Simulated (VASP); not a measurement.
Write the native input for VASP 6.6.1 that does the following.

```
Task                   : single point
Functional             : PBE
Potentials or basis    : VASP PAW PBE potentials, release 64 (Zn)
Cutoff                 : 500 eV
k mesh                 : 8 × 8 × 8
Occupations            : gaussian, width 0.1 eV
Spin                   : no spin polarisation
Dipole correction      : no
Further INCAR settings : ALGO = Normal; EDIFF = 1e-06; NBANDS = 12
```

The structure of Zn lies in POSCAR:

```
Zn
1.0
    0.0000000000      1.7403437692      1.7403437692
    1.7403437692      0.0000000000      1.7403437692
    1.7403437692      1.7403437692      0.0000000000
Zn
1
Direct
    0.0000000000      0.0000000000      0.0000000000
```

The input as run:

INCAR

```
SYSTEM = Zn
PREC = Accurate
ENCUT = 500
EDIFF = 1E-6
ISMEAR = 0
SIGMA = 0.1
LREAL = .FALSE.
LASPH = .TRUE.
NELM = 120
ALGO = Normal
ISIF = 2
LWAVE = .FALSE.
LCHARG = .FALSE.
GGA = PE
NBANDS = 12
GGA_COMPAT = .FALSE.
```

KPOINTS

```
regular mesh
0
G
  8 8 8
  0 0 0
```

Potentials or basis: VASP PAW PBE potentials, release 64 (Zn).

The run is started by

```bash
$ cat potpaw_PBE.64/Zn/POTCAR > POTCAR
$ mpirun -np 1 vasp_std > vasp.out
```

It gave:

| Property | Result |
| --- | --- |
| Pressure | 64.8 GPa |
| Band gap on the k mesh | zero (band 6 reaches 8.81 eV, above the bottom of band 7 at 5.64 eV) |

Caveat: the k points lie up to 0.39 Å⁻¹ apart.

Wall time 3.5 s on 1 thread of Intel(R) Xeon(R) Platinum 8375C CPU @ 2.90GHz (Ice Lake) (shared host), peak memory 0.11 GiB.
